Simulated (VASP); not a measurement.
# ZnSi2N2 (P-3m1) in VASP: further runs, part 2 of 2

VASP 6.6.1.

## Step 4: Single point, PBE, collinear spin, ferromagnetic start

Contents of INCAR:

```
ALGO = Normal
EDIFF = 1E-6
ENCUT = 520
GGA = PE
ISIF = 2
ISMEAR = 0
ISPIN = 2
LASPH = T
LCHARG = F
LORBIT = 11
LREAL = F
LWAVE = F
MAGMOM = 0 0 0 1 1
NBANDS = 27
NELM = 150
PREC = Accurate
SIGMA = 0.1
```

Contents of KPOINTS:

```
k-points
0
Gamma
  6 6 2
```

Contents of POSCAR:

```
ZnSi2N2
1.0
    2.8695022681      0.0000000000      0.0000000000
   -1.4347511340      2.4850618604      0.0000000000
    0.0000000000      0.0000000000      9.3959642321
Zn Si N
1 2 2
Direct
    0.0000000000      0.0000000000      0.0000000000
    0.3333333333      0.6666666667      0.7553053035
    0.6666666667      0.3333333333      0.2446946965
    0.3333333333      0.6666666667      0.3092234856
    0.6666666667      0.3333333333      0.6907765144
```

The run is started by

```console
$ cat potpaw_PBE.64/Zn/POTCAR potpaw_PBE.64/Si/POTCAR potpaw_PBE.64/N/POTCAR > POTCAR
$ mpirun -np 1 vasp_std > vasp.out
```

Wall time 85 s (1 thread of Oxide Virtual Turin-like, shared host); peak memory 0.19 GiB.

Results (log left out):

```yaml
Free_energy: -30.3143 eV
Pressure: -0.1 GPa
Largest_force: 0.040 eV/Å
Band_gap_on_the_k_mesh: zero (filled and empty bands overlap)
Net_moment: 0.00 μB per cell
Valence_electrons_inside_the_program's_atomic_spheres: Zn 10.74; Si 1.61; N 3.87
```

Forces on the atoms (eV/Å):
```
Zn   0.000  0.000  0.000
Si   0.000  0.000 -0.039
Si   0.000  0.000  0.039
N    0.000  0.000 -0.040
N    0.000  0.000  0.040
```

Levels at points of the mesh, in eV from the Fermi level:
Spin up:
```tsv
k point	band 12	band 13	band 14	band 15	band 16	band 17	band 18	band 19
(0.00, 0.00, 0.00)	-3.34	-3.33	-3.33	-0.88	2.54	5.34	7.20	7.93
(0.50, 0.00, 0.00)	-4.20	-3.40	-1.89	-1.82	0.50	1.67	3.92	4.10
(0.00, 0.00, 0.50)	-3.34	-3.33	-3.33	-1.49	2.96	5.23	7.13	7.93
(0.50, 0.00, 0.50)	-4.10	-3.49	-1.92	-1.90	0.66	1.67	3.88	4.16
```
Spin down:
```csv
k point,band 13,band 14,band 15,band 16,band 17,band 18
"(0.00, 0.00, 0.00)",-3.33,-3.33,-0.88,2.54,5.34,7.20
"(0.50, 0.00, 0.00)",-3.40,-1.89,-1.82,0.50,1.67,3.92
"(0.00, 0.00, 0.50)",-3.33,-3.33,-1.49,2.96,5.23,7.13
"(0.50, 0.00, 0.50)",-3.49,-1.92,-1.90,0.66,1.67,3.88
```

Caveat: the k points lie up to 0.42 Å⁻¹ apart.

## Step 5: Relaxation of cell and atoms, PBE

This run uses another cell than the first one, of 15.79 Å³/atom.

Contents of INCAR:

```
SYSTEM = ZnSi2N2
  PREC = Accurate
  ENCUT = 600
  EDIFF = 1E-6
  ISMEAR = 0
  SIGMA = 0.1
  LREAL = .False.
  LASPH = .True.
  NELM = 60
  ALGO = Normal
  ISIF = 3
  LWAVE = .False.
  LCHARG = .False.
  GGA = PE
  IBRION = 2
  NSW = 90
  EDIFFG = -0.04
```

Contents of KPOINTS:

```
Automatic mesh
0
Gamma
  6 6 4
  0 0 0
```

Contents of POSCAR:

```
ZnSi2N2
1.0
    3.8124870800      0.0000000000      0.0000000000
   -1.9062435400      3.3017106700      0.0000000000
    0.0000000000      0.0000000000      6.2718029200
Zn Si N
1 2 2
Direct
    0.0000000000      0.0000000000      0.0000000000
    0.3333333300      0.6666666700      0.6200000000
    0.6666666700      0.3333333300      0.3800000000
    0.3333333300      0.6666666700      0.2599999900
    0.6666666700      0.3333333300      0.7400000100
```

The run is started by

```console
$ cat potpaw_PBE.64/Zn/POTCAR potpaw_PBE.64/Si/POTCAR potpaw_PBE.64/N/POTCAR > POTCAR
$ mpirun -np 1 vasp_std > vasp.out
```

Wall time 19 min (1 thread of Oxide Virtual Turin-like, shared host); peak memory 0.21 GiB.

The run converged. Its results:

```
Free energy                           : -30.1963 eV
Relaxed volume                        : 12.23 Å³/atom
Relaxed cell                          : a = 2.874 Å, b = 2.874 Å, c = 8.548 Å, α = 90.00°, β = 90.00°, γ = 120.00°
Space group after relaxing (to 0.1 Å) : P-3m1 (No. 164)
Energy gained by relaxing             : 1519.6 meV/atom
Ionic steps                           : 42
Pressure after relaxing               : 0.0 GPa
Largest force after relaxing          : 0.033 eV/Å
Band gap on the k mesh                : zero (bands 15 and 16 overlap by 0.44 eV)
```

Forces in eV/Å, atoms in the order of the input:
```
Zn   0.000  0.000  0.000
Si   0.000  0.000  0.033
Si   0.000  0.000 -0.033
N    0.000  0.000 -0.007
N    0.000  0.000  0.007
```

Stress tensor (GPa, compression positive):
```
 0.03  0.00  0.00
 0.00  0.03  0.00
 0.00  0.00 -0.20
```

Step by step:
```
step  energy change (eV)  largest force (eV/Å)  pressure (GPa)  volume (Å³)
   1              0.0000                1.9797          -13.50        78.95
   3             -1.5546                2.1487            9.35        58.88
   5             -0.6809                8.6322           39.76        51.77
   7             -2.9138                2.4336           22.35        53.63
   9             -3.8108                0.2247            5.37        56.94
  11             -4.1806                1.1370           -0.14        58.14
  13             -5.7255                2.3500           -5.40        60.15
  15             -6.4825                1.6164            5.22        57.18
  17             -6.6888                1.9797            0.81        58.86
  19             -6.9675                1.7054           -2.75        60.50
  21             -7.0719                1.5824           -5.83        64.12
  23             -7.3058                1.1512            4.36        59.83
  25             -7.4487                0.8805           -0.06        60.36
  27             -7.5435                0.2215           -0.45        59.37
  29             -7.5623                0.1137            2.49        58.85
  31             -7.5762                0.1365            1.52        59.58
  33             -7.5835                0.1936           -0.18        60.67
  35             -7.5906                0.1930           -0.69        61.03
  37             -7.5953                0.0878            0.63        60.58
  39             -7.5964                0.0626            0.00        60.78
  41             -7.5974                0.0547            0.10        60.99
  42             -7.5978                0.0332           -0.05        61.13
```

Final structure:
```
CELL_PARAMETERS angstrom
2.87350 0.00000 0.00000
-1.43675 2.48853 0.00000
0.00000 0.00000 8.54848
ATOMIC_POSITIONS crystal
Zn 0.00000 0.00000 0.00000
Si 0.33333 0.66667 0.73478
Si 0.66667 0.33333 0.26522
N 0.33333 0.66667 0.33530
N 0.66667 0.33333 0.66470
```

Levels at points of the mesh, in eV from the Fermi level:
| k point | band 12 | band 13 | band 14 | band 15 | band 16 | band 17 | band 18 | band 19 |
| --- | --- | --- | --- | --- | --- | --- | --- | --- |
| (0.00, 0.00, 0.00) | -3.50 | -3.45 | -3.45 | -0.42 | 2.61 | 5.17 | 7.74 | 7.74 |
| (0.50, 0.00, 0.00) | -4.51 | -3.43 | -1.92 | -1.83 | 0.29 | 1.59 | 3.94 | 4.02 |
| (0.00, 0.00, 0.50) | -3.45 | -3.45 | -3.09 | -1.78 | 3.21 | 5.30 | 6.94 | 7.87 |
| (0.50, 0.00, 0.50) | -4.11 | -3.74 | -2.12 | -2.05 | 0.80 | 1.61 | 3.77 | 4.29 |

Caveat: the volume moved by over 15 % at a fixed basis, so the end points are rough.

## Step 6: Single point, PBE

This run uses another cell than the first one, of 13.92 Å³/atom.

Contents of INCAR:

```
  ALGO = Fast
  EDIFF = 1E-7
  ENCUT = 520
  GGA = PE
  ISIF = 2
  ISMEAR = 0
  LASPH = True
  LCHARG = False
  LREAL = False
  LWAVE = False
  NBANDS = 23
  NELM = 60
  PREC = Accurate
  SIGMA = 0.1
```

Contents of KPOINTS:

```
k-points
0
Gamma
  18 18 4
```

Contents of POSCAR:

```
ZnSi2N2
1.0
    2.8607679754      0.0000000000      0.0000000000
   -1.4303839877      2.4774977411      0.0000000000
    0.0000000000      0.0000000000      9.8193124585
Zn Si N
1 2 2
Direct
    0.0000000000      0.0000000000      0.0000000000
    0.3333333333      0.6666666667      0.7611839989
    0.6666666667      0.3333333333      0.2388160011
    0.3333333333      0.6666666667      0.3004550625
    0.6666666667      0.3333333333      0.6995449375
```

Potentials or basis: VASP PAW PBE potentials, release 64 (Zn, Si, N).

The run is started by

```console
$ cat potpaw_PBE.64/Zn/POTCAR potpaw_PBE.64/Si/POTCAR potpaw_PBE.64/N/POTCAR > POTCAR
$ mpirun -np 1 vasp_std > vasp.out
```

It took 5.9 min on 1 thread of Oxide Virtual Turin-like, shared host; peak memory 0.32 GiB.

The run converged. Its results:

```yaml
Free_energy: -30.3373 eV
Pressure: 0.0 GPa
Largest_force: 0.034 eV/Å
Band_gap_on_the_k_mesh: zero (bands 15 and 16 overlap by 0.15 eV)
```

Forces in eV/Å, atoms in the order of the input:
```
Zn   0.000  0.000  0.000
Si   0.000  0.000 -0.034
Si   0.000  0.000  0.034
N    0.000  0.000 -0.028
N    0.000  0.000  0.028
```

Stress tensor (GPa, compression positive):
```
 0.04  0.00  0.00
 0.00  0.04  0.00
 0.00  0.00 -0.06
```

Levels at points of the mesh, in eV from the Fermi level:
| k point | band 11 | band 12 | band 13 | band 14 | band 15 | band 16 | band 17 | band 18 | band 19 | band 20 |
| --- | --- | --- | --- | --- | --- | --- | --- | --- | --- | --- |
| (0.00, 0.00, 0.00) | -3.40 | -3.40 | -3.40 | -3.40 | -1.14 | 2.30 | 5.28 | 6.99 | 7.24 | 7.94 |
| (0.50, 0.00, 0.00) | -4.80 | -4.21 | -3.50 | -1.98 | -1.92 | 0.41 | 1.56 | 3.74 | 3.91 | 7.48 |
| (0.00, 0.00, 0.50) | -3.41 | -3.41 | -3.40 | -3.40 | -1.55 | 2.67 | 5.12 | 7.01 | 7.20 | 7.95 |
| (0.50, 0.00, 0.50) | -4.81 | -4.16 | -3.55 | -2.00 | -1.96 | 0.51 | 1.57 | 3.72 | 3.93 | 7.23 |

## Step 7: The runs side by side

| task | spin | cell | k mesh | cutoff (eV) | gap on the mesh (eV) | pressure (GPa) | largest force (eV/Å) |
| --- | --- | --- | --- | --- | --- | --- | --- |
| single point | off | a = 2.870, b = 2.870, c = 9.396 Å, angles 90.0, 90.0, 120.0°, 5 atoms, atomic positions A | 6 × 6 × 4 | 520 | none | 0.0 | 0.04 |
| single point | off | a = 3.812, b = 3.812, c = 6.272 Å, angles 90.0, 90.0, 120.0°, 5 atoms, atomic positions B | 6 × 6 × 4 | 520 | none | -13.4 | 1.98 |
| single point | collinear, ferromagnetic start | a = 2.870, b = 2.870, c = 9.396 Å, angles 90.0, 90.0, 120.0°, 5 atoms, atomic positions A | 6 × 6 × 2 | 520 | none | -0.1 | 0.04 |
| relaxation of cell and atoms | off | relaxed from a = 3.812, b = 3.812, c = 6.272 Å, angles 90.0, 90.0, 120.0°, 5 atoms, atomic positions B | 6 × 6 × 4 | 600 | none | 0.0 | 0.03 |
| single point | off | a = 2.861, b = 2.861, c = 9.819 Å, angles 90.0, 90.0, 120.0°, 5 atoms, atomic positions C | 18 × 18 × 4 | 520 | none | 0.0 | 0.03 |

Alike in all rows: level PBE; potentials or basis VASP PAW PBE potentials, release 64 (Zn, Si, N); smearing gaussian 0.1 eV.

Caveats: some runs use coarse meshes; the cell stands under tension (at least some runs); forces of over 1 eV/Å act on the atoms, so gaps and moduli don't describe the material at rest (at least some runs); the volume moved by over 15 % at a fixed basis, so the end points are rough (at least some runs).

Total energies depend on the potentials used, so only differences within one code and one set of settings carry meaning.
